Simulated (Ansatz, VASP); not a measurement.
**Sb in VASP and in Ansatz**

INCAR

```
SYSTEM = Sb
  ALGO = Normal
  EDIFF = 1E-6
  ENCUT = 520
  GGA = PS
  ISIF = 2
  ISMEAR = -1
  LASPH = .True.
  LCHARG = .True.
  LELF = .True.
  LREAL = .False.
  LVHAR = .True.
  LWAVE = .False.
  NBANDS = 8
  NELM = 60
  PREC = Accurate
  SIGMA = 0.05
```

Contents of KPOINTS:

```
k-points
0
Gamma
  12 12 12
  0 0 0
```

Contents of POSCAR:

```
Sb
1.0
   -0.0230500000      2.2934750000      2.2934750000
    2.2934750000     -0.0230500000      2.2934750000
    2.2934750000      2.2934750000     -0.0230500000
Sb
1
Direct
    0.0000000000      0.0000000000      0.0000000000
```

Input for Ansatz:

```yaml
crystal:
  lattice:
    - [-0.02305, 2.293475, 2.293475]
    - [2.293475, -0.02305, 2.293475]
    - [2.293475, 2.293475, -0.02305]
  atoms:
    - { symbol: Sb, position: [0.0, 0.0, 0.0] }
kpoints:
  mp_grid: { grid: [12, 12, 12] }
  band_path:
    path:
      - [0.0, 0.0, 0.0]
      - [0.5, 0.5, 0.5]
      - [0.2525443832, 0.5, 0.7474556168]
      - [-0.2525443832, 0.2525443832, 0.5]
      - [0.0, 0.0, 0.5]
      - [0.0, 0.0, 0.0]
      - [-0.3762721916, 0.0, 0.3762721916]
      - [0.0, 0.3762721916, 0.6237278084]
      - [0.0, 0.5, 0.5]
    npoints: 5
scf:
  occupations: { method: fermi_dirac, width: 0.05 }
hamiltonian:
  xc: pbesol
  pseudopotentials: { kind: all_electron, lapw: { basis_error: 0.001 } }
output:
  forces: true
  stress: true
  eigenvalues: true
```

Change from the starting cell: equal xy, yz and zx shear strains of -1 %.

Alike in both runs: task single point; functional PBEsol; k mesh 12 × 12 × 12; occupations fermi-dirac, width 0.05 eV; no spin polarisation.

```csv
,VASP,Ansatz
version,VASP 6.6.1,Ansatz 0.2.0
potentials or method,"VASP PAW PBE potentials, release 64 (Sb), cutoff 520 eV","all-electron LAPW, scalar-relativistic"
```

Ansatz gave:

* pressure (GPa): 5.3
* traceless stress, the component that is largest in VASP (GPa): 0.18

Q: Estimate VASP's values.

A: Pressure (GPa): 5.3; traceless stress, the component that is largest in VASP (GPa): 0.19.

VASP's potentials were made for PBE, not for PBEsol. Ansatz ran all-electron here, and VASP with PAW potentials.

Neither program's run includes spin-orbit coupling.
